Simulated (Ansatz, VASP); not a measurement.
## PtS2: VASP beside Ansatz

Contents of INCAR:

```
SYSTEM = PtS2
PREC     = Accurate       ! precision mode
ENCUT    = 520            ! plane-wave cutoff, eV
EDIFF    = 1E-6           ! SCF threshold, eV
ISMEAR   = -1             ! smearing method
SIGMA    = 0.05           ! smearing width, eV
LREAL    = .FALSE.        ! projectors in reciprocal space
LASPH    = .TRUE.         ! aspherical terms in the spheres
NELM     = 60             ! most SCF steps
ALGO     = Normal         ! electronic algorithm
ISIF     = 2              ! what is computed and relaxed
LWAVE    = .FALSE.        ! write WAVECAR
LCHARG   = .TRUE.         ! write CHGCAR
GGA      = PE             ! functional
LELF     = .TRUE.         ! ELF
LVHAR    = .TRUE.       
NBANDS   = 18             ! bands
```

The input KPOINTS:

```
regular mesh
0
G
  9 9 5
  0 0 0
```

File POSCAR:

```
PtS2
1.0
    3.5194194177      0.0000000000      0.0000000000
   -1.7597097089      3.0479066223      0.0000000000
    0.0000000000      0.0000000000      5.0049815314
Pt S
1 2
Direct
    0.0000000000      0.0000000000      0.0000000000
    0.6666666667      0.3333333333      0.7730000000
    0.3333333333      0.6666666667      0.2270000000
```

Contents of input.yaml:

```yaml
crystal:
  lattice:
    - [3.5194194177, 0.0, 0.0]
    - [-1.7597097089, 3.0479066223, 0.0]
    - [0.0, 0.0, 5.0049815314]
  atoms:
    - { symbol: Pt, position: [0.0, 0.0, 0.0] }
    - { symbol: S, position: [0.6666666667, 0.3333333333, 0.773] }
    - { symbol: S, position: [0.3333333333, 0.6666666667, 0.227] }
kpoints:
  mp_grid: { grid: [9, 9, 5] }
scf:
  occupations: { method: fermi_dirac, width: 0.05 }
hamiltonian:
  xc: pbe
  pseudopotentials: { kind: all_electron, lapw: { basis_error: 0.001 } }
output:
  forces: true
  stress: true
  eigenvalues: true
```

Change from the starting cell: volume scaled by 0.98.

Alike in both runs: task single point; functional PBE; k mesh 9 × 9 × 5; occupations fermi-dirac, width 0.05 eV; no spin polarisation.

|  | VASP | Ansatz |
| --- | --- | --- |
| version | VASP 6.6.1 | Ansatz 0.2.0 |
| potentials or method | VASP PAW PBE potentials, release 64 (Pt, S), cutoff 520 eV | all-electron LAPW, scalar-relativistic |

```tsv
	VASP	Ansatz	Ansatz less VASP
gap on the k mesh at the Fermi level (eV)	1.05	1.05	-0.008
least direct gap on the mesh (eV)	1.10	1.09	-0.005
pressure (GPa)	14.8	15.3	+0.56
traceless stress, the component that is largest in VASP (GPa)	-2.10	-2.30	-0.200
rms of the force components (eV/Å)	0.724	0.746	+0.0218
```

Atom by atom the forces differ by 0.022 eV/Å (rms over components). Ansatz ran all-electron here, and VASP with PAW potentials.

Spin-orbit coupling is off throughout.
